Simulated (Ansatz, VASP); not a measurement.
# One calculation of H, two programs

INCAR

```
SYSTEM = H
ALGO = Normal ; EDIFF = 1E-6
ENCUT = 520 ; GGA = PS
ISIF = 2 ; ISMEAR = 0
LASPH = .TRUE. ; LCHARG = .FALSE.
LREAL = .FALSE. ; LWAVE = .FALSE.
NBANDS = 10 ; NELM = 100
PREC = Accurate ; SIGMA = 0.05
```

KPOINTS

```
k-points
0
G
  6 6 6
  0 0 0
```

Contents of POSCAR:

```
H
1.0
    2.6628336006     -2.6054083891      0.0000000000
    2.6628336006      2.6054083891      0.0000000000
    0.0000000000      0.0000000000      4.0796907300
H
4
Direct
    0.9532956300      0.0467043700      0.0685088900
    0.4532956300      0.5467043700      0.4314911100
    0.5467043700      0.4532956300      0.5685088900
    0.0467043700      0.9532956300      0.9314911100
```

Input for Ansatz:

```yaml
crystal:
  lattice:
    - [2.6628336006, -2.6054083891, 0.0]
    - [2.6628336006, 2.6054083891, 0.0]
    - [0.0, 0.0, 4.07969073]
  atoms:
    - { symbol: H, position: [0.95329563, 0.04670437, 0.06850889] }
    - { symbol: H, position: [0.45329563, 0.54670437, 0.43149111] }
    - { symbol: H, position: [0.54670437, 0.45329563, 0.56850889] }
    - { symbol: H, position: [0.04670437, 0.95329563, 0.93149111] }
basis:
  ecutwfc: 420
kpoints:
  mp_grid: { grid: [6, 6, 6] }
hamiltonian:
  xc: pbesol
scf:
  occupations: { method: gaussian, width: 0.05 }
output:
  forces: true
  stress: true
  eigenvalues: true
```

Change from the starting cell: strain +0.015 along x and y, -0.015 along z, atoms carried along.

Alike in both runs: task single point; functional PBEsol; k mesh 6 × 6 × 6; occupations gaussian, width 0.05 eV; no spin polarisation.

```csv
,VASP,Ansatz
version,VASP 6.6.1,Ansatz 0.2.0
potentials or method,"VASP PAW PBE potentials, release 64 (H), cutoff 520 eV","scalar-relativistic, plane waves, PAW"
valence electrons in the cell,4,4
```

```tsv
	VASP	Ansatz	Ansatz less VASP
gap on the k mesh at the Fermi level (eV)	9.18	9.19	+0.003
least direct gap on the mesh (eV)	9.79	9.80	+0.003
pressure (GPa)	0.7	0.9	+0.15
traceless stress, the component that is largest in VASP (GPa)	-0.86	-0.87	-0.010
rms of the force components (eV/Å)	0.369	0.368	-0.0007
```

VASP's potentials were made for PBE, not for PBEsol. Atom by atom the forces differ by 0.001 eV/Å (rms over components). With one functional, cell and mesh, what is left measures potentials, basis and numerics.
